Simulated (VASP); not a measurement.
# BaTiO3 (C2/m) in VASP: electric field gradients with PBE

Aim: the electric field gradients of BaTiO3 with PBE.

All numbers are computed with VASP 6.6.1; they aren't measurements. Logs are shortened: lines on timing, memory, paths and dates and some standing lists are left out, and cuts for length are marked.

## 1. The cell of the first run

It takes space group C2/m (No. 12, monoclinic). The conventional cell has a = 5.573 Å, b = 5.741 Å, c = 4.019 Å, α = 90.00°, β = 92.45°, γ = 90.00°. Ba (site symmetry 2/m) has 12 O at 2.79 to 2.88 Å and 8 Ti at 3.37 to 3.50 Å within 3.7 Å. Within 2.7 Å of Ti (site symmetry 2/m) lie 6 O at 2.00 to 2.01 Å. Within 2.9 Å of O (site symmetry 2/m) lie 2 Ti at 2.01 Å and 4 Ba at 2.79 to 2.87 Å and 8 O at 2.79 to 2.88 Å. O (site symmetry -1) has 2 Ti at 2.00 Å and 8 O at 2.79 to 2.88 Å and 4 Ba at 2.79 to 2.88 Å within 2.9 Å.

## 2. Electric field gradients, PBE (equal xy, yz and zx shear strains of -3 %)

The input, INCAR:

```
SYSTEM = BaTiO3
ALGO = Normal ; EDIFF = 1E-8
ENCUT = 1000 ; GGA = PE
GGA_COMPAT = .False. ; ISIF = 2
ISMEAR = -1 ; LASPH = .True.
LCHARG = .False. ; LEFG = .True.
LREAL = .False. ; LWAVE = .False.
NBANDS = 28 ; NELM = 120
PREC = Accurate ; SIGMA = 0.03
```

The input, KPOINTS:

```
k-points
0
Gamma
  7 7 7
  0 0 0
```

The input, POSCAR:

```
BaTiO3
1.0
    3.9998000000     -0.0599970000     -0.0599970000
   -0.0599970000      3.9998000000     -0.0599970000
   -0.0602700000     -0.0602700000      4.0180000000
Ba Ti O
1 1 3
Direct
    0.0000000000      0.0000000000      0.0000000000
    0.5000000000      0.5000000000      0.5000000000
    0.5000000000      0.5000000000      0.0000000000
    0.5000000000      0.0000000000      0.5000000000
    0.0000000000      0.5000000000      0.5000000000
```

Potentials or basis: VASP PAW PBE potentials, release 64 (Ba_sv, Ti_sv, O_h).

Run with:

```bash
cat potpaw_PBE.64/Ba_sv/POTCAR potpaw_PBE.64/Ti_sv/POTCAR potpaw_PBE.64/O_h/POTCAR > POTCAR
mpirun -np 1 vasp_std > vasp.out
```

OUTCAR:

```text
SYSTEM = BaTiO3
   EDIFF = 1E-8
   ENCUT = 1000
   GGA = PE
   ISIF = 2
   ISMEAR = -1
   LASPH = .True.
   LREAL = .False.
   NELM = 120
   PREC = Accurate

 ion  position               nearest neighbor table
   1  0.000  0.000  0.000-   3 2.79   3 2.79   5 2.79   5 2.79   4 2.79   4 2.79   3 2.87   3 2.87
                             4 2.88   4 2.88   5 2.88   5 2.88   2 3.37   2 3.37   2 3.50   2 3.50
   2  0.500  0.500  0.500-   4 2.00   5 2.00   4 2.00   5 2.00   3 2.01   3 2.01   1 3.37   1 3.37
                             1 3.50   1 3.50   1 3.50   1 3.50   1 3.50   1 3.50
   3  0.500  0.500  0.000-   2 2.01   2 2.01   1 2.79   1 2.79   1 2.87   1 2.87
   4  0.500  0.000  0.500-   2 2.00   2 2.00   1 2.79   1 2.79   1 2.88   1 2.88
   5  0.000  0.500  0.500-   2 2.00   2 2.00   1 2.79   1 2.79   1 2.88   1 2.88

  LATTYP: Found a base centered monoclinic cell.
 ALAT       =     5.5730147961
 B/A-ratio  =     1.0302179678
 C/A-ratio  =     1.2076462749
 COS(beta)  =    -0.8025412022

  Lattice vectors:

 A1 = (  -3.9998000000,   0.0599970000,   0.0599970000)
 A2 = (   0.0599970000,  -3.9998000000,   0.0599970000)
 A3 = (   3.8795330000,   3.8795330000,   3.8980060000)

Analysis of symmetry for initial positions (statically):
=====================================================================
 Subroutine PRICEL returns:
 Original cell was already a primitive cell.

 Routine SETGRP: Setting up the symmetry group for a
 base centered monoclinic supercell.

 Subroutine GETGRP returns: Found  4 space group operations
 (whereof  4 operations were pure point group operations)
 out of a pool of  4 trial point group operations.

The static configuration has the point symmetry C_2h.

Analysis of symmetry for dynamics (positions and initial velocities):
=====================================================================
 Subroutine PRICEL returns:
 Original cell was already a primitive cell.

 Routine SETGRP: Setting up the symmetry group for a
 base centered monoclinic supercell.

 Subroutine GETGRP returns: Found  4 space group operations
 (whereof  4 operations were pure point group operations)
 out of a pool of  4 trial point group operations.

The dynamic configuration has the point symmetry C_2h.

 Subroutine INISYM returns: Found  4 space group operations
 (whereof  4 operations are pure point group operations),
 and found     1 'primitive' translations

----------------------------------------------------------------------------------------

                                     Primitive cell

  volume of cell :      64.2377

  direct lattice vectors                    reciprocal lattice vectors
     3.999800000 -0.059997000 -0.059997000     0.250126772  0.003809037  0.003809037
    -0.059997000  3.999800000 -0.059997000     0.003809037  0.250126772  0.003809037
    -0.060270000 -0.060270000  4.018000000     0.003791784  0.003791784  0.248993793

  length of vectors
     4.000699854  4.000699854  4.018903948     0.250184771  0.250184771  0.249051530

  position of ions in fractional coordinates (direct lattice)
     0.000000000  0.000000000  0.000000000
     0.500000000  0.500000000  0.500000000
     0.500000000  0.500000000  0.000000000
     0.500000000  0.000000000  0.500000000
     0.000000000  0.500000000  0.500000000

  ion indices of the primitive-cell ions
   primitive index   ion index
                 1           1
                 2           2
                 3           3
                 4           4
                 5           5

----------------------------------------------------------------------------------------

 KPOINTS: k-points

Automatic generation of k-mesh.
[... 49 lines left out ...]
   number of dos      NEDOS =    301   number of ions     NIONS =      5
   total plane-waves  NPLWV =  74088
   dimension x,y,z NGX =    42 NGY =   42 NGZ =   42
   dimension x,y,z NGXF=    84 NGYF=   84 NGZF=   84
   ions per type =               1   1   3
   NGX,Y,Z   is equivalent  to a cutoff of  17.45, 17.45, 17.37 a.u.
   NGXF,Y,Z  is equivalent  to a cutoff of  34.91, 34.91, 34.75 a.u.
 SYSTEM =  BaTiO3
   PREC   = accura    normal or accurate (medium, high low for compatibility)
   ISTART =      0    job   : 0-new  1-cont  2-samecut
   ICHARG =      2    charge: 1-file 2-atom 10-const
   ISPIN  =      1    spin polarized calculation?
   LNONCOLLINEAR =      F non collinear calculations
   LSORBIT =      F    spin-orbit coupling
   LASPH  =      T    aspherical Exc in radial PAW
   ENCUT  = 1000.0 eV  73.50 Ry    8.57 a.u.  10.32 10.32 10.36*2*pi/ulx,y,z
   NELM   =    120;   NELMIN=  2; NELMDL= -5     # of ELM steps
   EDIFF  = 0.1E-07   stopping-criterion for ELM
   LREAL  =      F    real-space projection
   EDIFFG = 0.1E-06   stopping-criterion for IOM
   NSW    =      0    number of steps for IOM
   IBRION =     -1    ionic relax: 0-MD 1-quasi-New 2-CG
   NFREE  =      0    steps in history (QN), initial steepest desc. (CG)
   ISIF   =      2    stress and relaxation
   ISYM   =      2    0-nonsym 1-usesym 2-fastsym
   POTIM  = 0.5000    time-step for ionic-motion
   TEBEG  =    0.0;   TEEND  =   0.0 temperature during run
   PSTRESS=    0.0 pullay stress
   NELECT =      40.0000    total number of electrons
   NUPDOWN=      -1.0000    fix difference up-down
   EMIN   =  10.00;   EMAX   =-10.00  energy-range for DOS
   EFERMI =   0.00;   METHOD = LEGACY
   ISMEAR =    -1;   SIGMA  =   0.03  broadening in eV -4-tet -1-fermi 0-gaus
   EFERMI_NEDOS =   21; number of points for ismear=-14 and -15
   IALGO  =     38    algorithm
   IMIX   =      4    mixing-type and parameters
     AMIX     =   0.40;   BMIX     =  1.00
     AMIX_MAG =   1.60;   BMIX_MAG =  1.00
  volume/ion in A,a.u.               =      12.85        86.70
  Fermi-wavevector in a.u.,A,eV,Ry     =   1.397971  2.641782 26.590165  1.954322
  Thomas-Fermi vector in A             =   2.521175
   LORBIT       =      0    0 simple, 1 ext, 2 COOP (PROOUT), +10 PAW based schemes
   GGA     = PE    functional components
   LHFCALC =     F    Hartree Fock is set to
   AEXX    =    0.0000 exact exchange contribution
   IVDW    =     0    specifies the selected vdW correction
   LEPSILON=     F    determine dielectric tensor
   LRPA    =     F    only Hartree local field effects (RPA)
 non-spin polarized calculation
  energy-cutoff  :     1000.00
  volume of cell :       64.24
 maximum number of plane-waves:      4635
 NGX is ok and might be reduce to    42
   NGX = 21   NGY = 21   NGZ = 21

 number of electron      39.9999991 magnetization

 Free energy of the ion-electron system (eV)
  ---------------------------------------------------
  ext. energy  EPLUGINS =         0.00000000
  ---------------------------------------------------
  free energy    TOTEN  =       -39.92583530 eV

  energy without entropy =      -39.92583530  energy(sigma->0) =      -39.92583530

 E-fermi :   4.8456     XC(G=0): -11.2533

 val. band max:        4.1964691518   @ k =   0.0000   0.0000   0.0000
 cond. band min:       5.8025335840   @ k =   0.0000   0.0000   0.0000
 fundamental gap:      1.6060644322
 Fermi energy:         4.8455565287

 k-point     1 :       0.0000    0.0000    0.0000
  band No.  band energies     occupation
      1     -52.4726      2.00000
      2     -28.7099      2.00000
      3     -28.6691      2.00000
      4     -28.6678      2.00000
      5     -20.6387      2.00000
      6     -12.7095      2.00000
[... 733 lines left out ...]
     27      10.3420      0.00000
     28      12.0420      0.00000

 [... further k-points ...]
[... 5 lines left out ...]
  --------------------------------------------------------------------------------------
  -------------------------------------------------------------------------------------
  Total        1.6505655      1.6505655      1.2937329      1.5281433      1.5208631      1.5208632
  in kB       41.1673623     41.1673623     32.2674699     38.1139855     37.9324066     37.9324084
  external PRESSURE =      38.2007315 kB  Pullay stress =       0.0000000 kB

 VOLUME and BASIS-vectors are now :
 -----------------------------------------------------------------------------
  energy-cutoff  :     1000.00
  volume of cell :       64.24
      direct lattice vectors                 reciprocal lattice vectors
     3.999800000 -0.059997000 -0.059997000     0.250126772  0.003809037  0.003809037
    -0.059997000  3.999800000 -0.059997000     0.003809037  0.250126772  0.003809037
    -0.060270000 -0.060270000  4.018000000     0.003791784  0.003791784  0.248993793

 POSITION                                       TOTAL-FORCE (eV/Angst)
 -----------------------------------------------------------------------------------
      0.00000      0.00000      0.00000         0.000000     -0.000000      0.000000
      1.93977      1.93977      1.94900        -0.000000      0.000000      0.000000
      1.96990      1.96990     -0.06000         0.000000     -0.000000      0.000000
      1.96976     -0.06013      1.97900         0.000000     -0.000000      0.000000
     -0.06013      1.96976      1.97900         0.000000     -0.000000     -0.000000
 -----------------------------------------------------------------------------------
    total drift:                                0.000000     -0.000000     -0.000000

  FREE ENERGIE OF THE ION-ELECTRON SYSTEM (eV)
  ---------------------------------------------------
  free  energy   TOTEN  =       -39.9258353050 eV

  energy  without entropy=      -39.9258353050  energy(sigma->0) =      -39.92583530

 Electric field gradients (V/A^2)
---------------------------------------------------------------------
 ion       V_xx      V_yy      V_zz      V_xy      V_xz      V_yz
---------------------------------------------------------------------
   1      -0.381    -0.381     0.762   -18.018   -17.340   -17.340
   2      -1.966    -1.966     3.932     5.611     5.567     5.567
   3     -13.332   -13.332    26.665     0.329    -4.084    -4.084
   4     -13.040    24.565   -11.525    -4.012     0.477    -3.975
   5      24.565   -13.040   -11.525    -4.012    -3.975     0.477
---------------------------------------------------------------------

 Electric field gradients after diagonalization (V/A^2)
 (convention: |V_zz| > |V_xx| > |V_yy|)
----------------------------------------------------------------------
 ion       V_xx      V_yy      V_zz     asymmetry (V_yy - V_xx)/ V_zz
----------------------------------------------------------------------
   1      17.637    17.508   -35.145       0.004
   2      -7.577    -4.086    11.663       0.299
   3     -13.827   -13.662    27.489       0.006
   4     -13.466   -11.956    25.422       0.059
   5     -13.466   -11.956    25.422       0.059
----------------------------------------------------------------------

           NMR quadrupolar parameters

 Cq : quadrupolar parameter    Cq=e*Q*V_zz/h
 eta: asymmetry parameters     (V_yy - V_xx)/ V_zz
 Q  : nuclear electric quadrupole moment in mb (millibarn)
----------------------------------------------------------------------
 ion       Cq(MHz)       eta       Q (mb)
----------------------------------------------------------------------
   1      -0.085       0.004       1.000
   2       0.028       0.299       1.000
   3       0.066       0.006       1.000
   4       0.061       0.059       1.000
   5       0.061       0.059       1.000
----------------------------------------------------------------------
```

Wall time 6.1 min (1 thread of Intel Xeon Platinum 8375C at 2.90GHz (Ice Lake), shared host); peak memory 0.6 GiB.

Results:

| Item | Value |
| --- | --- |
| Free energy | -39.9258 eV |
| Pressure | 3.8 GPa |
| Band gap on the k mesh | 1.61 eV |
| Largest electric field gradient by atom | Ba -35.1; Ti +11.7; O +27.5, +25.4 (each value once) V/Å² |

Levels at points of the mesh, in eV from the valence-band top:
| k point | band 16 | band 17 | band 18 | band 19 | band 20 | band 21 | band 22 | band 23 | band 24 | band 25 |
| --- | --- | --- | --- | --- | --- | --- | --- | --- | --- | --- |
| (0.00, 0.00, 0.00) | -1.05 | -1.04 | -0.24 | -0.23 | 0.00 | 1.61 | 1.76 | 1.76 | 3.85 | 3.88 |

Electric field gradients, principal values (V/Å²):
| atom | least | middle | greatest (by size) |
| --- | --- | --- | --- |
| 1 Ba | 17.508 | 17.637 | -35.145 |
| 2 Ti | -4.086 | -7.577 | 11.663 |
| 3 O | -13.662 | -13.827 | 27.489 |
| 4 O | -11.956 | -13.466 | 25.422 |
| 5 O | -11.956 | -13.466 | 25.422 |

Caveat: the cell differs from its parent crystal (equal xy, yz and zx shear strains of -3 %); the cell stands under pressure; without QUAD_EFG the Cq values of the log hold for a quadrupole moment of 1 mb, not for the nuclei; spin-orbit coupling is left out, which moves the levels of the heavy elements. A k mesh can miss the band edges.
